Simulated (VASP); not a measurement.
# CuSi16 (a cell with a defect) in VASP: further runs

Runs on CuSi16 (a cell with a defect). Level: PBE. Tasks: single point.

Program: VASP 6.6.1. These are calculated values, not measurements. Logs are shortened: lines on timing, memory, paths and dates and some standing lists are left out, and cuts for length are marked.

### 1 The cell of the first run

The cell holds a defect, 17 atoms: a = 7.679 Å, b = 7.679 Å, c = 7.679 Å, α = 60.00°, β = 60.00°, γ = 60.00°.

### 2 Single point, PBE

INCAR

```
  PREC = Accurate
  ENCUT = 520
  EDIFF = 1E-6
  ISMEAR = 0
  SIGMA = 0.05
  LREAL = Auto
  LASPH = True
  NELM = 100
  ALGO = Normal
  ISIF = 2
  LWAVE = False
  LCHARG = False
  GGA = PE
  NELECT = 74.0
  NBANDS = 52
```

KPOINTS

```
regular mesh
0
Gamma
  2 2 2
```

POSCAR

```
CuSi16
1.0
    0.0000000000      5.4300000000      5.4300000000
    5.4300000000      0.0000000000      5.4300000000
    5.4300000000      5.4300000000      0.0000000000
Si Cu
16 1
Direct
    0.0014559853      0.0073106814     -0.0090495396
    0.1278104052      0.1218348987      0.1220779926
   -0.0043438306     -0.0072843462      0.4945344383
    0.1210958564      0.1130129834      0.6198796501
    0.0134268877      0.4960379374     -0.0020521179
    0.1420469613      0.6170086556      0.1221674033
    0.0054375691      0.4871235727      0.5052414365
    0.1260709024      0.6187355433      0.6254847145
    0.5001383978      0.0123474217     -0.0006947514
    0.6177693370      0.1515070902      0.1167744936
    0.4921161142      0.0069137201      0.5008634438
    0.6232474217      0.1216234807      0.6269711786
    0.5098875691      0.5230941989      0.0095553407
    0.6398870166      0.6355032228      0.1390157459
    0.4985369245      0.4958391344      0.5126115101
    0.6226582873      0.6164676796      0.6416912523
    0.7785757827      0.7859024862      0.2782332413
```

Potentials or basis: VASP PAW PBE potentials, release 64 (Si, Cu).

Run with:

```console
cat potpaw_PBE.64/Si/POTCAR potpaw_PBE.64/Cu/POTCAR > POTCAR
mpirun -np 1 vasp_std > vasp.out
```

OUTCAR:

```text
PREC = Accurate
   ENCUT = 520
   EDIFF = 1E-6
   ISMEAR = 0
   LREAL = Auto
   LASPH = True
   NELM = 100
   ISIF = 2
   GGA = PE
   NELECT = 74.0

 ion  position               nearest neighbor table
   1  0.001  0.007  0.991-   4 2.33   2 2.33  10 2.41   6 2.45  17 2.46
   2  0.128  0.122  0.122-   1 2.33   3 2.34   9 2.34   5 2.35
   3  0.996  0.993  0.495-   4 2.33  12 2.34   2 2.34   8 2.35
   4  0.121  0.113  0.620-   3 2.33  11 2.33   1 2.33   7 2.35
   5  0.013  0.496  0.998-   8 2.34   6 2.34   2 2.35  14 2.35
   6  0.142  0.617  0.122-  13 2.32   5 2.34  17 2.34   7 2.40   1 2.45
   7  0.005  0.487  0.505-   8 2.34   4 2.35  16 2.40   6 2.40  17 2.53
   8  0.126  0.619  0.625-   7 2.34  15 2.34   5 2.34   3 2.35
   9  0.500  0.012  0.999-   2 2.34  12 2.34  10 2.35  14 2.37
  10  0.618  0.152  0.117-  13 2.34   9 2.35  17 2.35   1 2.41  11 2.41
  11  0.492  0.007  0.501-   4 2.33  12 2.33  10 2.41  16 2.45  17 2.46
  12  0.623  0.122  0.627-  11 2.33   3 2.34   9 2.34  15 2.35
  13  0.510  0.523  0.010-   6 2.32  16 2.32  14 2.33  10 2.34
  14  0.640  0.636  0.139-  13 2.33   5 2.35  15 2.35   9 2.37  17 2.69
  15  0.499  0.496  0.513-   8 2.34  16 2.34  12 2.35  14 2.35
  16  0.623  0.616  0.642-  13 2.32  15 2.34  17 2.35   7 2.40  11 2.45
  17  0.779  0.786  0.278-   6 2.34  16 2.35  10 2.35  11 2.46   1 2.46   7 2.53  14 2.69

  LATTYP: Found a face centered cubic cell.
 ALAT       =    10.8600000000

  Lattice vectors:

 A1 = (   0.0000000000,   5.4300000000,   5.4300000000)
 A2 = (   5.4300000000,   0.0000000000,   5.4300000000)
 A3 = (   5.4300000000,   5.4300000000,   0.0000000000)

Analysis of symmetry for initial positions (statically):
=====================================================================
 Subroutine PRICEL returns:
 Original cell was already a primitive cell.

 Routine SETGRP: Setting up the symmetry group for a
 face centered cubic supercell.

 Subroutine GETGRP returns: Found  1 space group operations
 (whereof  1 operations were pure point group operations)
 out of a pool of 48 trial point group operations.

The static configuration has the point symmetry C_1 .

Analysis of symmetry for dynamics (positions and initial velocities):
=====================================================================
 Subroutine PRICEL returns:
 Original cell was already a primitive cell.

 Routine SETGRP: Setting up the symmetry group for a
 face centered cubic supercell.

 Subroutine GETGRP returns: Found  1 space group operations
 (whereof  1 operations were pure point group operations)
 out of a pool of 48 trial point group operations.

[... 120 lines left out ...]
   ISYM   =      2    0-nonsym 1-usesym 2-fastsym
   POTIM  = 0.5000    time-step for ionic-motion
   TEBEG  =    0.0;   TEEND  =   0.0 temperature during run
   PSTRESS=    0.0 pullay stress
   NELECT =      74.0000    total number of electrons
   NUPDOWN=      -1.0000    fix difference up-down
   EMIN   =  10.00;   EMAX   =-10.00  energy-range for DOS
   EFERMI =   0.00;   METHOD = LEGACY
   ISMEAR =     0;   SIGMA  =   0.05  broadening in eV -4-tet -1-fermi 0-gaus
   EFERMI_NEDOS =   21; number of points for ismear=-14 and -15
   IALGO  =     38    algorithm
   IMIX   =      4    mixing-type and parameters
     AMIX     =   0.40;   BMIX     =  1.00
     AMIX_MAG =   1.60;   BMIX_MAG =  1.00
  volume/ion in A,a.u.               =      18.84       127.11
  Fermi-wavevector in a.u.,A,eV,Ry     =   1.004636  1.898488 13.732283  1.009294
  Thomas-Fermi vector in A             =   2.137265
   LORBIT       =      0    0 simple, 1 ext, 2 COOP (PROOUT), +10 PAW based schemes
   GGA     = PE    functional components
   LHFCALC =     F    Hartree Fock is set to
   AEXX    =    0.0000 exact exchange contribution
   IVDW    =     0    specifies the selected vdW correction
   LEPSILON=     F    determine dielectric tensor
   LRPA    =     F    only Hartree local field effects (RPA)
 non-spin polarized calculation
 Gauss-broadening in eV      SIGMA  =   0.05
  energy-cutoff  :      520.00
  volume of cell :      320.21
 maximum number of plane-waves:      8646
 NGX is ok and might be reduce to    60
   NGX = 29   NGY = 29   NGZ = 29

 number of electron      73.9999999 magnetization

 Free energy of the ion-electron system (eV)
  ---------------------------------------------------
  ext. energy  EPLUGINS =         0.00000000
  ---------------------------------------------------
  free energy    TOTEN  =       -94.22220963 eV

  energy without entropy =      -94.22156633  energy(sigma->0) =      -94.22188798

 E-fermi :   6.4072     XC(G=0):  -9.6102

 val. band max:        6.3298346290   @ k =   0.0000   0.0000   0.0000
 cond. band min:       6.4845762545   @ k =   0.0000   0.0000   0.0000
 fundamental gap:      0.1547416255
 Fermi energy:         6.4072054465

 k-point     1 :       0.0000    0.0000    0.0000
  band No.  band energies     occupation
      1      -5.8939      2.00000
      2      -3.5320      2.00000
      3      -3.5142      2.00000
      4      -3.4861      2.00000
      5      -3.4651      2.00000
      6      -2.0024      2.00000
[... 405 lines left out ...]
     48      10.4747      0.00000
     49      10.4833      0.00000
 [bands above 49 left out]

------------------------ aborting loop because EDIFF is reached ----------------------------------------

  FORCE on cell =-STRESS in cart. coord.  units (eV):
  Direction    XX          YY          ZZ          XY          YZ          ZX
  --------------------------------------------------------------------------------------
  -------------------------------------------------------------------------------------
  Total       -1.3437542     -1.9708196     -1.3971979      0.1000262      0.1459796     -0.8099036
  in kB       -6.7235855     -9.8611593     -6.9909957      0.5004893      0.7304212     -4.0524197
  external PRESSURE =      -7.8585802 kB  Pullay stress =       0.0000000 kB

 VOLUME and BASIS-vectors are now :
 -----------------------------------------------------------------------------
  energy-cutoff  :      520.00
  volume of cell :      320.21
      direct lattice vectors                 reciprocal lattice vectors
     0.000000000  5.430000000  5.430000000    -0.092081031  0.092081031  0.092081031
     5.430000000  0.000000000  5.430000000     0.092081031 -0.092081031  0.092081031
     5.430000000  5.430000000  0.000000000     0.092081031  0.092081031 -0.092081031

 POSITION                                       TOTAL-FORCE (eV/Angst)
 -----------------------------------------------------------------------------------
      5.42056      5.38877      0.04760        -0.011344      0.012410     -0.003480
      1.32445      1.35689      1.35557         0.000063     -0.010432      0.006941
      8.07577      8.09173     10.79686         0.001231      0.014908     -0.001837
      3.97961      4.02350      1.27121         0.012683     -0.005672      0.015284
      8.11234      5.49177      2.76639         0.002603      0.005372     -0.007583
      4.01373      1.43468      4.12167        -0.005358      0.003791      0.018085
[... 9 lines left out ...]
      6.83180      6.86542      6.72845         0.023427      0.000080     -0.003915
      5.77826      5.73847      8.49512        -0.014582     -0.021193     -0.011345
 -----------------------------------------------------------------------------------
    total drift:                                0.001932     -0.008476     -0.002621

  FREE ENERGIE OF THE ION-ELECTRON SYSTEM (eV)
  ---------------------------------------------------
  free  energy   TOTEN  =       -94.2222096345 eV

  energy  without entropy=      -94.2215663270  energy(sigma->0) =      -94.22188798
```

OSZICAR:

```text
N       E                     dE             d eps       ncg     rms          rms(c)
DAV:   1     0.331945148562E+03    0.33195E+03   -0.27580E+04   832   0.123E+03
DAV:   2    -0.554187006831E+02   -0.38736E+03   -0.36297E+03   868   0.243E+02
DAV:   3    -0.960985048152E+02   -0.40680E+02   -0.38447E+02  1116   0.798E+01
DAV:   4    -0.980222268440E+02   -0.19237E+01   -0.18929E+01  1160   0.171E+01
[... 10 lines left out ...]
DAV:  15    -0.942222751445E+02    0.61231E-03   -0.24114E-03  1280   0.101E+00    0.913E-02
DAV:  16    -0.942222526839E+02    0.22461E-04   -0.51016E-04  1312   0.140E-01    0.498E-02
DAV:  17    -0.942222156377E+02    0.37046E-04   -0.65768E-05  1384   0.215E-01    0.240E-02
DAV:  18    -0.942222100969E+02    0.55408E-05   -0.35148E-05  1352   0.995E-02    0.108E-02
DAV:  19    -0.942222096345E+02    0.46245E-06   -0.79281E-06  1104   0.396E-02
   1 F= -.94222210E+02 E0= -.94221888E+02  d E =-.643307E-03
```

stdout:

```text
POSCAR found type information on POSCAR SiCu
 POSCAR found :  2 types and      17 ions
 scaLAPACK will be used
 LDA part: xc-table for (Slater+PW92), standard interpolation
 POSCAR, INCAR and KPOINTS ok, starting setup
 FFT: planning ... GRIDC
 FFT: planning ... GRID_SOFT
 FFT: planning ... GRID
 WAVECAR not read
 entering main loop
 the old and the new charge density differ
 old charge density:    75.00000 new   74.00000
    0.225E+01
```

Run time: 2.6 min. Hardware: 1 thread of Intel Xeon 6975P-C (Granite Rapids), shared host; peak memory 0.5 GiB.

What came out:

* Free energy: -94.2222 eV
* Largest force: 0.028 eV/Å

Forces on the atoms (eV/Å):
```
Si  -0.011  0.012 -0.003
Si   0.000 -0.010  0.007
Si   0.001  0.015 -0.002
Si   0.013 -0.006  0.015
Si   0.003  0.005 -0.008
Si  -0.005  0.004  0.018
Si  -0.012  0.009 -0.003
Si  -0.002 -0.006  0.002
Si  -0.001  0.020 -0.002
Si   0.020 -0.015  0.012
Si  -0.002  0.005 -0.010
Si   0.007 -0.013  0.000
Si  -0.013  0.010 -0.011
Si   0.000 -0.017 -0.005
Si  -0.004  0.008  0.006
Si   0.023  0.000 -0.004
Cu  -0.015 -0.021 -0.011
```

Levels at points of the mesh, in eV from the Fermi level:
| k point | band 34 | band 35 | band 36 | band 37 | band 38 | band 39 | band 40 | band 41 |
| --- | --- | --- | --- | --- | --- | --- | --- | --- |
| (0.00, 0.00, 0.00) | -1.03 | -0.63 | -0.20 | -0.08 | 0.08 | 0.37 | 0.58 | 0.61 |
| (0.50, 0.00, 0.00) | -0.95 | -0.92 | -0.85 | -0.75 | 0.55 | 1.11 | 1.24 | 1.31 |
| (0.00, 0.50, 0.00) | -0.95 | -0.90 | -0.89 | -0.81 | 0.50 | 1.14 | 1.22 | 1.31 |
| (0.00, 0.00, 0.50) | -0.95 | -0.92 | -0.85 | -0.75 | 0.55 | 1.11 | 1.24 | 1.31 |
| (0.50, 0.50, 0.50) | -0.92 | -0.90 | -0.65 | -0.51 | 0.52 | 1.00 | 1.34 | 1.37 |
| (0.50, 0.50, 0.00) | -1.54 | -1.47 | -1.44 | -1.10 | 0.65 | 0.98 | 1.93 | 2.06 |
| (0.00, 0.50, 0.50) | -1.54 | -1.47 | -1.44 | -1.10 | 0.65 | 0.98 | 1.93 | 2.06 |
| (0.50, 0.00, 0.50) | -1.51 | -1.51 | -1.42 | -1.14 | 0.67 | 0.97 | 1.94 | 2.04 |

Caveat: the k points lie up to 0.50 Å⁻¹ apart; the cell carries a net charge on a neutralising background, which shifts energy and pressure; the cell is charged against a uniform background, so pressure and absolute levels hang on convention.

### 3 Single point, PBE

INCAR

```
SYSTEM = CuSi16
ALGO = Normal
EDIFF = 1E-7
ENCUT = 520
GGA = PE
ISIF = 2
ISMEAR = 0
LASPH = .TRUE.
LCHARG = .FALSE.
LREAL = Auto
LWAVE = .FALSE.
NBANDS = 52
NELECT = 74.0
NELM = 60
PREC = Accurate
SIGMA = 0.05
```

KPOINTS

```
k-points
0
G
  2 2 2
  0 0 0
```

POSCAR

```
CuSi16
1.0
    0.0000000000      5.4300000000      5.4300000000
    5.4300000000      0.0000000000      5.4300000000
    5.4300000000      5.4300000000      0.0000000000
Si Cu
16 1
Direct
    0.0023270718      0.0068957643     -0.0119823204
    0.1263500000      0.1284393186      0.1164546041
   -0.0144523020     -0.0107688766      0.4904184162
    0.1158255064      0.1009868324      0.6200579190
    0.0010777164      0.5026058932      0.0021239411
    0.1322882136      0.6171626151      0.1283928177
    0.0071397790      0.4722541436      0.5122580110
    0.1246904236      0.6118709024      0.6295926335
    0.4988932781      0.0048698895      0.0038988029
    0.6199634438      0.1358166667      0.1244577348
    0.4836820442      0.0065391344      0.5070837017
    0.6116651934      0.1283941068      0.6312559853
    0.5035396869      0.5099028545      0.0087588398
    0.6286438306      0.6309906077      0.1336532228
    0.4971907919      0.5026219153      0.5061900552
    0.6237304788      0.6170048803      0.6373706262
    0.8495598527      0.8393132597      0.3538329650
```

Potentials or basis: VASP PAW PBE potentials, release 64 (Si, Cu).

Run with:

```console
cat potpaw_PBE.64/Si/POTCAR potpaw_PBE.64/Cu/POTCAR > POTCAR
mpirun -np 1 vasp_std > vasp.out
```

Run time: 3.2 min. Hardware: 1 thread of Intel Xeon 6975P-C (Granite Rapids), shared host; peak memory 0.5 GiB.

The run converged. Its results:

* Free energy: -94.2230 eV
* Largest force: 0.017 eV/Å

Forces in eV/Å, atoms in the order of the input:
```
Si  -0.015 -0.005  0.007
Si   0.002  0.001 -0.006
Si   0.004  0.007  0.004
Si   0.005  0.000  0.001
Si  -0.005  0.001  0.007
Si   0.003  0.000 -0.001
Si  -0.011  0.007 -0.002
Si   0.001 -0.002  0.002
Si   0.000 -0.003  0.006
Si   0.001  0.000 -0.002
Si   0.005 -0.006 -0.007
Si  -0.004  0.001  0.000
Si  -0.005 -0.002 -0.002
Si   0.001  0.001 -0.002
Si   0.005  0.001 -0.005
Si   0.003 -0.004 -0.002
Cu   0.007  0.001  0.002
```

Levels at points of the mesh, in eV from the Fermi level:
| k point | band 35 | band 36 | band 37 | band 38 | band 39 | band 40 |
| --- | --- | --- | --- | --- | --- | --- |
| (0.00, 0.00, 0.00) | -0.64 | -0.19 | -0.07 | 0.07 | 0.41 | 0.59 |
| (0.50, 0.00, 0.00) | -0.90 | -0.84 | -0.74 | 0.55 | 1.13 | 1.26 |
| (0.00, 0.50, 0.00) | -0.88 | -0.87 | -0.80 | 0.50 | 1.16 | 1.25 |
| (0.00, 0.00, 0.50) | -0.90 | -0.84 | -0.74 | 0.55 | 1.13 | 1.26 |
| (0.50, 0.50, 0.50) | -0.89 | -0.65 | -0.52 | 0.52 | 1.01 | 1.34 |
| (0.50, 0.50, 0.00) | -1.46 | -1.43 | -1.08 | 0.66 | 1.00 | 1.95 |
| (0.00, 0.50, 0.50) | -1.46 | -1.43 | -1.07 | 0.66 | 1.00 | 1.95 |
| (0.50, 0.00, 0.50) | -1.50 | -1.41 | -1.11 | 0.67 | 0.99 | 1.96 |

Caveat: the k points lie up to 0.50 Å⁻¹ apart; the cell carries a net charge on a neutralising background, which shifts energy and pressure; the cell is charged against a uniform background, so pressure and absolute levels hang on convention.

### 4 Single point, PBE

INCAR

```
SYSTEM = CuSi16
ALGO = Normal ; EDIFF = 1E-6
ENCUT = 520 ; GGA = PE
ISIF = 2 ; ISMEAR = 0
LASPH = .TRUE. ; LCHARG = .FALSE.
LREAL = Auto ; LWAVE = .FALSE.
NBANDS = 52 ; NELECT = 74.0
NELM = 100 ; PREC = Accurate
SIGMA = 0.05
```

KPOINTS is that of step 3.

POSCAR

```
CuSi16
1.0
    0.0000000000      5.4300000000      5.4300000000
    5.4300000000      0.0000000000      5.4300000000
    5.4300000000      5.4300000000      0.0000000000
Si Cu
16 1
Direct
   -0.0109337017      0.0008830571      0.0134766114
    0.1205303867      0.1355856354      0.1227219153
   -0.0069929098      0.0026146409      0.4981463168
    0.1299090239      0.0873011050      0.6447674033
   -0.0098090239      0.5101057090     -0.0009351750
    0.1202150092      0.6141063536      0.1375571823
    0.0087487109      0.4586479742      0.5162877532
    0.1227959484      0.6141952118      0.6267386740
    0.4934795580      0.0090403315     -0.0035499079
    0.6134906077      0.1354204420      0.1229795580
    0.4980913444      0.0026602210      0.4984679558
    0.6164777164      0.1357545120      0.6234051565
    0.4926953959      0.5098815838     -0.0008576427
    0.6181575506      0.6355540516      0.1199706262
    0.4950081031      0.5102537753      0.4918081031
    0.6283864641      0.6139444751      0.6269019337
    0.8800138122      0.8299117864      0.4011874770
```

Run with:

```console
cat potpaw_PBE.64/Si/POTCAR potpaw_PBE.64/Cu/POTCAR > POTCAR
mpirun -np 1 vasp_std > vasp.out
```

Wall time 3 min (1 thread of Intel Xeon 6975P-C (Granite Rapids), shared host); peak memory 0.5 GiB.

It converged, with:

- Free energy: -94.2198 eV
- Largest force: 0.017 eV/Å

Forces on the atoms (eV/Å):
```
Si  -0.011 -0.010  0.004
Si   0.000  0.000  0.002
Si  -0.002 -0.002  0.001
Si  -0.003 -0.003  0.002
Si   0.002  0.003 -0.007
Si  -0.004 -0.005  0.004
Si  -0.010 -0.005 -0.007
Si   0.007  0.014  0.002
Si   0.005 -0.001 -0.003
Si  -0.003  0.002  0.001
Si  -0.004 -0.006 -0.009
Si   0.003  0.007 -0.001
Si   0.005  0.006  0.002
Si   0.006  0.008  0.004
Si   0.000  0.002 -0.003
Si   0.007 -0.002 -0.005
Cu   0.002 -0.007  0.015
```

Levels at points of the mesh, in eV from the Fermi level:
| k point | band 34 | band 35 | band 36 | band 37 | band 38 | band 39 | band 40 | band 41 |
| --- | --- | --- | --- | --- | --- | --- | --- | --- |
| (0.00, 0.00, 0.00) | -0.87 | -0.64 | -0.19 | -0.17 | 0.17 | 0.61 | 0.61 | 0.63 |
| (0.50, 0.00, 0.00) | -0.90 | -0.84 | -0.77 | -0.69 | 0.59 | 1.10 | 1.29 | 1.33 |
| (0.00, 0.50, 0.00) | -0.92 | -0.91 | -0.73 | -0.72 | 0.43 | 1.26 | 1.34 | 1.34 |
| (0.00, 0.00, 0.50) | -0.89 | -0.84 | -0.75 | -0.64 | 0.58 | 1.07 | 1.29 | 1.33 |
| (0.50, 0.50, 0.50) | -0.89 | -0.84 | -0.77 | -0.68 | 0.59 | 1.10 | 1.29 | 1.33 |
| (0.50, 0.50, 0.00) | -1.52 | -1.43 | -1.41 | -0.95 | 0.67 | 1.06 | 2.02 | 2.08 |
| (0.00, 0.50, 0.50) | -1.51 | -1.45 | -1.40 | -0.97 | 0.68 | 1.06 | 2.03 | 2.07 |
| (0.50, 0.00, 0.50) | -1.52 | -1.43 | -1.41 | -0.95 | 0.67 | 1.06 | 2.02 | 2.08 |

Caveat: the k points lie up to 0.50 Å⁻¹ apart; the cell carries a net charge on a neutralising background, which shifts energy and pressure; the cell is charged against a uniform background, so pressure and absolute levels hang on convention.

[end of part 1 of 2]
